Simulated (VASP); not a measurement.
A run of VASP 6.6.1:

INCAR

```
PREC     = Accurate       # precision mode
ENCUT    = 520            # plane-wave cutoff, eV
EDIFF    = 1E-6           # SCF threshold, eV
ISMEAR   = 0              # smearing method
SIGMA    = 0.15           # smearing width, eV
LREAL    = False          # projectors in reciprocal space
LASPH    = True           # aspherical terms in the spheres
NELM     = 100            # most SCF steps
ALGO     = Normal         # electronic algorithm
ISIF     = 2              # what is computed and relaxed
LWAVE    = False          # write WAVECAR
LCHARG   = True           # write CHGCAR
GGA      = PS             # functional
LELF     = True           # ELF
LVHAR    = True         
NBANDS   = 26             # bands
```

File KPOINTS:

```
Automatic mesh
0
Gamma
  10 10 10
```

POSCAR

```
Si
1.0
   -3.4167336584      3.4167336584      3.0285927148
    3.4167336584     -3.4167336584      3.0285927148
    3.4167336584      3.4167336584     -3.0285927148
Si
8
Direct
    0.2047947401      0.2047947401      0.2047947401
    0.5000000000      0.0000000000      0.2952052599
    0.2952052599      0.5000000000      0.0000000000
    0.0000000000      0.2952052599      0.5000000000
    0.7952052599      0.7952052599      0.7952052599
    0.5000000000      0.0000000000      0.7047947401
    0.7047947401      0.5000000000      0.0000000000
    0.0000000000      0.7047947401      0.5000000000
```

Potentials or basis: VASP PAW PBE potentials, release 64 (Si).

Command:

```console
$ cat potpaw_PBE.64/Si/POTCAR > POTCAR
$ mpirun -np 1 vasp_std > vasp.out
```

Hardware: 1 thread of Intel Xeon 8259CL (shared host).

Question: How long does it take, and how much memory?

Answer: Run time: 18 min on 1 thread of Intel Xeon 8259CL, with other jobs on the host, peak memory 0.55 GiB. Counts: scf iterations 14, k points 171.
